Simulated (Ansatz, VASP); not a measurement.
**MoS2 in VASP and in Ansatz**

File INCAR:

```
PREC = Accurate ; ENCUT = 520
EDIFF = 1E-7 ; ISMEAR = 0
SIGMA = 0.05 ; LREAL = F
LASPH = T ; NELM = 60
ALGO = Normal ; ISIF = 2
LWAVE = F ; LCHARG = T
GGA = PE ; IVDW = 12
LELF = T ; LVHAR = T
NBANDS = 35
```

KPOINTS

```
regular mesh
0
Gamma
  12 12 4
```

POSCAR

```
MoS2
1.0
    3.1493511256      0.0000000000      0.0000000000
   -1.5746755628      2.7274180802      0.0000000000
    0.0000000000      0.0000000000     12.4534765005
Mo S
2 4
Direct
    0.3333333333      0.6666666667      0.2500000000
    0.6666666667      0.3333333333      0.7500000000
    0.3333333333      0.6666666667      0.6204905688
    0.6666666667      0.3333333333      0.1204905688
    0.3333333333      0.6666666667      0.8795094312
    0.6666666667      0.3333333333      0.3795094312
```

Input for Ansatz:

```yaml
crystal:
  lattice:
    - [3.1493511256, 0.0, 0.0]
    - [-1.5746755628, 2.7274180802, 0.0]
    - [0.0, 0.0, 12.4534765005]
  atoms:
    - { symbol: Mo, position: [0.3333333333, 0.6666666667, 0.25] }
    - { symbol: Mo, position: [0.6666666667, 0.3333333333, 0.75] }
    - { symbol: S, position: [0.3333333333, 0.6666666667, 0.6204905688] }
    - { symbol: S, position: [0.6666666667, 0.3333333333, 0.1204905688] }
    - { symbol: S, position: [0.3333333333, 0.6666666667, 0.8795094312] }
    - { symbol: S, position: [0.6666666667, 0.3333333333, 0.3795094312] }
basis:
  ecutwfc: 420
kpoints:
  mp_grid: { grid: [12, 12, 4] }
hamiltonian:
  xc: pbe
  dispersion: d3bj
scf:
  occupations: { method: gaussian, width: 0.05 }
output:
  forces: true
  stress: true
  eigenvalues: true
```

Change from the starting cell: strain +0.000 along x and y, +0.030 along z, atoms carried along.

Alike in both runs: task single point; functional PBE; dispersion D3(BJ); k mesh 12 × 12 × 4; occupations gaussian, width 0.05 eV; no spin polarisation.

|  | VASP | Ansatz |
| --- | --- | --- |
| version | VASP 6.6.1 | Ansatz 0.2.0 |
| potentials or method | VASP PAW PBE potentials, release 64 (Mo_sv, S), cutoff 520 eV | scalar-relativistic, plane waves, PAW |
| valence electrons in the cell | 52 | 52 |

|  | VASP | Ansatz | Ansatz less VASP |
| --- | --- | --- | --- |
| gap on the k mesh at the Fermi level (eV) | 0.93 | 0.91 | -0.014 |
| least direct gap on the mesh (eV) | 1.78 | 1.78 | -0.004 |
| pressure (GPa) | -4.7 | -4.6 | +0.11 |
| traceless stress, the component that is largest in VASP (GPa) | -3.99 | -3.96 | +0.031 |
| rms of the force components (eV/Å) | 0.380 | 0.376 | -0.0048 |

Atom by atom the forces differ by 0.005 eV/Å (rms over components).
